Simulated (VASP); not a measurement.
# BeSe5 (F-43m) in VASP: further runs, part 3 of 3

VASP 6.6.1.

### 4 Relaxation of cell and atoms, PBE

This run uses another cell than the first one, of 21.56 Å³/atom, 0.832 times its volume.

INCAR reads:

```
PREC = Accurate ; ENCUT = 600
EDIFF = 1E-7 ; ISMEAR = 0
SIGMA = 0.1 ; LREAL = F
LASPH = T ; NELM = 60
ALGO = Normal ; ISIF = 3
LWAVE = F ; LCHARG = F
GGA = PE ; IBRION = 2
NSW = 100 ; EDIFFG = -0.01
```

KPOINTS reads:

```
regular mesh
0
Gamma
  8 8 8
```

POSCAR reads:

```
BeSe5
1.0
    0.0000000000      4.0138568227      4.0138568227
    4.0138568227      0.0000000000      4.0138568227
    4.0138568227      4.0138568227      0.0000000000
Be Se
1 5
Direct
    0.7500000000      0.7500000000      0.7500000000
    0.1239237698      0.1239237698      0.6282286907
    0.6282286907      0.1239237698      0.1239237698
    0.1239237698      0.1239237698      0.1239237698
    0.1239237698      0.6282286907      0.1239237698
    0.5000000000      0.5000000000      0.5000000000
```

Potentials or basis: VASP PAW PBE potentials, release 64 (Be, Se).

On the command line:

```
$ cat potpaw_PBE.64/Be/POTCAR potpaw_PBE.64/Se/POTCAR > POTCAR
$ mpirun -np 1 vasp_std > vasp.out
```

OUTCAR:

```text
PREC = Accurate
   ENCUT = 600
   EDIFF = 1E-7
   ISMEAR = 0
   LREAL = F
   LASPH = T
   NELM = 60
   ISIF = 3
   GGA = PE
   IBRION = 2
   NSW = 100
   EDIFFG = -0.01

 ion  position               nearest neighbor table
   1  0.750  0.750  0.750-
   2  0.124  0.124  0.628-
   3  0.628  0.124  0.124-
   4  0.124  0.124  0.124-
   5  0.124  0.628  0.124-
   6  0.500  0.500  0.500-

  LATTYP: Found a face centered cubic cell.
 ALAT       =     8.0277136454

  Lattice vectors:

 A1 = (   0.0000000000,   4.0138568227,   4.0138568227)
 A2 = (   4.0138568227,   0.0000000000,   4.0138568227)
 A3 = (   4.0138568227,   4.0138568227,   0.0000000000)

Analysis of symmetry for initial positions (statically):
=====================================================================
 Subroutine PRICEL returns:
 Original cell was already a primitive cell.

 Routine SETGRP: Setting up the symmetry group for a
 face centered cubic supercell.

 Subroutine GETGRP returns: Found 24 space group operations
 (whereof 24 operations were pure point group operations)
 out of a pool of 48 trial point group operations.

The static configuration has the point symmetry T_d .

Analysis of symmetry for dynamics (positions and initial velocities):
=====================================================================
 Subroutine PRICEL returns:
 Original cell was already a primitive cell.

 Routine SETGRP: Setting up the symmetry group for a
 face centered cubic supercell.

 Subroutine GETGRP returns: Found 24 space group operations
 (whereof 24 operations were pure point group operations)
 out of a pool of 48 trial point group operations.

The dynamic configuration has the point symmetry T_d .

 Subroutine INISYM returns: Found 24 space group operations
 (whereof 24 operations are pure point group operations),
 and found     1 'primitive' translations

----------------------------------------------------------------------------------------

[... 123 lines left out ...]
  Thomas-Fermi vector in A             =   2.161708
   LORBIT       =      0    0 simple, 1 ext, 2 COOP (PROOUT), +10 PAW based schemes
   GGA     = PE    functional components
   LHFCALC =     F    Hartree Fock is set to
   AEXX    =    0.0000 exact exchange contribution
   IVDW    =     0    specifies the selected vdW correction
   LEPSILON=     F    determine dielectric tensor
   LRPA    =     F    only Hartree local field effects (RPA)
 conjugate gradient relaxation of ions
 non-spin polarized calculation
 Gauss-broadening in eV      SIGMA  =   0.10
  energy-cutoff  :      600.00
  volume of cell :      129.33
 maximum number of plane-waves:      4340
 NGX is ok and might be reduce to    48
   NGX = 23   NGY = 23   NGZ = 23

--------------------------------------- Ionic step        1  -------------------------------------------

 number of electron      31.9999999 magnetization

 Free energy of the ion-electron system (eV)
  ---------------------------------------------------
  ext. energy  EPLUGINS =         0.00000000
  ---------------------------------------------------
  free energy    TOTEN  =       -15.36888212 eV

  energy without entropy =      -15.32402485  energy(sigma->0) =      -15.34645349

------------------------ aborting loop because EDIFF is reached ----------------------------------------

  FORCE on cell =-STRESS in cart. coord.  units (eV):
  Direction    XX          YY          ZZ          XY          YZ          ZX
  --------------------------------------------------------------------------------------
  -------------------------------------------------------------------------------------
  Total       -0.8998374     -0.8998374     -0.8998374      0.0000000     -0.0000000      0.0000000
  in kB      -11.1470258    -11.1470258    -11.1470258      0.0000000     -0.0000000      0.0000000
  external PRESSURE =     -11.1470258 kB  Pullay stress =       0.0000000 kB
[... 67 lines left out ...]
--------------------------------------- Ionic step        3  -------------------------------------------

 number of electron      32.0000000 magnetization

 Free energy of the ion-electron system (eV)
  ---------------------------------------------------
  ext. energy  EPLUGINS =         0.00000000
  ---------------------------------------------------
  free energy    TOTEN  =       -15.37803261 eV

  energy without entropy =      -15.33432592  energy(sigma->0) =      -15.35617926

 E-fermi :   4.6395     XC(G=0):  -9.9166

 val. band max:        4.6349913605   @ k =  -0.3750   0.2500   0.0000
 cond. band min:       4.6475164184   @ k =   0.3750   0.2500   0.1250
 fundamental gap:      0.0125250579
 Fermi energy:         4.6395402409

 k-point     1 :       0.0000    0.0000    0.0000
  band No.  band energies     occupation
      1     -11.6764      2.00000
      2      -7.6594      2.00000
      3      -7.6594      2.00000
      4      -7.6594      2.00000
      5      -7.2138      2.00000
      6      -3.5053      2.00000
[... 541 lines left out ...]
     19       5.2420      0.00000
     20       6.1461      0.00000

 [... further k-points ...]
[... 5 lines left out ...]
  --------------------------------------------------------------------------------------
  -------------------------------------------------------------------------------------
  Total        0.0007555      0.0007555      0.0007555      0.0000000      0.0000000      0.0000000
  in kB        0.0095488      0.0095488      0.0095488      0.0000000      0.0000000      0.0000000
  external PRESSURE =       0.0095488 kB  Pullay stress =       0.0000000 kB
[... 21 lines left out ...]
  FREE ENERGIE OF THE ION-ELECTRON SYSTEM (eV)
  ---------------------------------------------------
  free  energy   TOTEN  =       -15.3780326053 eV

  energy  without entropy=      -15.3343259220  energy(sigma->0) =      -15.35617926

 reached required accuracy - stopping structural energy minimisation
```

OSZICAR:

```text
N       E                     dE             d eps       ncg     rms          rms(c)
DAV:   1     0.174538779119E+03    0.17454E+03   -0.14303E+04  1160   0.152E+03
[... 27 lines left out ...]
       N       E                     dE             d eps       ncg     rms          rms(c)
DAV:   1    -0.153783170646E+02   -0.34685E-03   -0.61156E-03  1340   0.405E-01    0.877E-02
DAV:   2    -0.153780752918E+02    0.24177E-03   -0.58053E-04  1388   0.123E-01    0.304E-02
DAV:   3    -0.153780427179E+02    0.32574E-04   -0.59441E-05  1256   0.403E-02    0.164E-02
DAV:   4    -0.153780330455E+02    0.96724E-05   -0.17091E-05  1248   0.217E-02    0.633E-03
DAV:   5    -0.153780325644E+02    0.48113E-06   -0.19432E-06  1668   0.775E-03    0.443E-03
DAV:   6    -0.153780326053E+02   -0.40920E-07   -0.44751E-07  1196   0.354E-03
   3 F= -.15378033E+02 E0= -.15356179E+02  d E =-.915048E-02
```

Run time: 2.1 min. Hardware: 1 thread of Intel Xeon 6975P-C (Granite Rapids), shared host; peak memory 0.37 GiB.

What came out:

```
Free energy                            : -15.3780 eV
Relaxed volume                         : 21.13 Å³/atom
Relaxed cell                           : a = 5.639 Å, b = 5.639 Å, c = 5.639 Å, α = 60.00°, β = 60.00°, γ = 60.00°
Space group after relaxing (to 0.05 Å) : F-43m (No. 216)
Energy gained by relaxing              : 1.5 meV/atom
Ionic steps                            : 3
Pressure after relaxing                : 0.0 GPa
Largest force after relaxing           : 0.004 eV/Å
Band gap on the k mesh                 : zero (band 16 reaches 6.11 eV, above the bottom of band 17 at 4.46 eV)
```

Forces in eV/Å, atoms in the order of the input:
```
Be   0.000  0.000  0.000
Se  -0.003 -0.003  0.003
Se   0.003 -0.003 -0.003
Se   0.003  0.003  0.003
Se  -0.003  0.003 -0.003
Se   0.000  0.000  0.000
```

The path:
```
step  energy change (eV)  largest force (eV/Å)  pressure (GPa)  volume (Å³)
   1              0.0000                0.0108           -1.11       129.33
   2             -0.0091                0.0058            0.10       126.55
   3             -0.0092                0.0045            0.00       126.76
```

Final structure:
```
Be Se
1.0
     0.00000    3.98703    3.98703
     3.98703    0.00000    3.98703
     3.98703    3.98703    0.00000
Be Se
1 5
Cartesian
  5.9806 5.9806 5.9806
  2.9991 2.9991 0.9879
  0.9879 2.9991 2.9991
  0.9879 0.9879 0.9879
  2.9991 0.9879 2.9991
  3.9870 3.9870 3.9870
```

Levels at points of the mesh, in eV from the Fermi level:
```csv
k point,band 14,band 15,band 16,band 17,band 18,band 19
"(0.00, 0.00, 0.00)",-1.80,-1.59,1.47,1.47,1.47,1.96
"(0.50, 0.00, 0.00)",-2.25,-1.23,0.11,0.13,0.13,1.53
"(0.50, 0.50, 0.00)",-2.05,-1.86,-0.62,0.02,0.02,0.54
```

### 5 Summary

| task | cell | k mesh | cutoff (eV) | gap on the mesh (eV) | pressure (GPa) | relaxed volume (Å³/atom) |
| --- | --- | --- | --- | --- | --- | --- |
| relaxation of cell and atoms | relaxed from a = 6.035 Å, angles 60.0°, 6 atoms | 4 × 4 × 4 | 600 | none | -0.1 | 21.57 |
| single point | a = 5.639 Å, angles 60.0°, 6 atoms | 8 × 8 × 8 | 520 | none | 0.0 | - |
| relaxation of cell and atoms | relaxed from a = 5.676 Å, angles 60.0°, 6 atoms | 8 × 8 × 8 | 600 | none | 0.0 | 21.13 |

Alike in all rows: level PBE; potentials or basis VASP PAW PBE potentials, release 64 (Be, Se); no spin polarisation; smearing gaussian 0.1 eV.

Caveats: the volume moved by over 15 % at a fixed basis, so the end points are rough (some runs).

Total energies depend on the potentials used, so only differences within one code and one set of settings carry meaning.
